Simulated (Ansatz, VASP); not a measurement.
## Bi2Se3: VASP beside Ansatz

INCAR

```
SYSTEM = Bi2Se3
  PREC = Accurate
  ENCUT = 520
  EDIFF = 1E-6
  ISMEAR = -1
  SIGMA = 0.03
  LREAL = .False.
  LASPH = .True.
  NELM = 60
  ALGO = Normal
  ISIF = 2
  LWAVE = .False.
  LCHARG = .False.
  GGA = PS
  NBANDS = 32
```

Contents of KPOINTS:

```
Automatic mesh
0
Gamma
  6 6 6
  0 0 0
```

Contents of POSCAR:

```
Bi2Se3
1.0
    2.0507843038      1.1840208698      9.5453300000
   -2.0507843038      1.1840208698      9.5453300000
    0.0000000000     -2.3680417398      9.5453300000
Bi Se
2 3
Direct
    0.4008000000      0.4008000000      0.4008000000
    0.5992000000      0.5992000000      0.5992000000
    0.0000000000      0.0000000000      0.0000000000
    0.2117000000      0.2117000000      0.2117000000
    0.7883000000      0.7883000000      0.7883000000
```

Input for Ansatz:

```yaml
crystal:
  lattice:
    - [2.0507843038, 1.1840208698, 9.54533]
    - [-2.0507843038, 1.1840208698, 9.54533]
    - [0.0, -2.3680417398, 9.54533]
  atoms:
    - { symbol: Bi, position: [0.4008, 0.4008, 0.4008] }
    - { symbol: Bi, position: [0.5992, 0.5992, 0.5992] }
    - { symbol: Se, position: [0.0, 0.0, 0.0] }
    - { symbol: Se, position: [0.2117, 0.2117, 0.2117] }
    - { symbol: Se, position: [0.7883, 0.7883, 0.7883] }
kpoints:
  mp_grid: { grid: [6, 6, 6] }
  band_path:
    path:
      - [0.0, 0.0, 0.0]
      - [0.5, 0.5, 0.5]
      - [0.823075738, 0.176924262, 0.5]
      - [0.5, -0.176924262, 0.176924262]
      - [0.5, 0.0, 0.0]
      - [0.0, 0.0, 0.0]
      - [0.338462131, -0.338462131, 0.0]
      - [0.661537869, 0.0, 0.338462131]
      - [0.5, 0.0, 0.5]
    npoints: 5
scf:
  occupations: { method: fermi_dirac, width: 0.03 }
hamiltonian:
  xc: pbesol
  pseudopotentials: { kind: all_electron, lapw: { basis_error: 0.0005 } }
output:
  forces: true
  stress: true
  eigenvalues: true
```

Change from the starting cell: equal xx and yy strain of -1 %.

Alike in both runs: task single point; functional PBEsol; k mesh 6 × 6 × 6; occupations fermi-dirac, width 0.03 eV; no spin polarisation.

```csv
,VASP,Ansatz
version,VASP 6.6.1,Ansatz 0.2.0
potentials or method,"VASP PAW PBE potentials, release 64 (Bi_d, Se), cutoff 520 eV","all-electron LAPW, scalar-relativistic"
```

|  | VASP | Ansatz | Ansatz less VASP |
| --- | --- | --- | --- |
| pressure (GPa) | 1.0 | 1.0 | -0.04 |
| traceless stress, the component that is largest in VASP (GPa) | -0.26 | -0.26 | -0.002 |
| rms of the force components (eV/Å) | 0.130 | 0.122 | -0.0077 |

VASP's potentials were made for PBE, not for PBEsol. Atom by atom the forces differ by 0.008 eV/Å (rms over components). Ansatz ran all-electron here, and VASP with PAW potentials.

Neither program's run includes spin-orbit coupling.
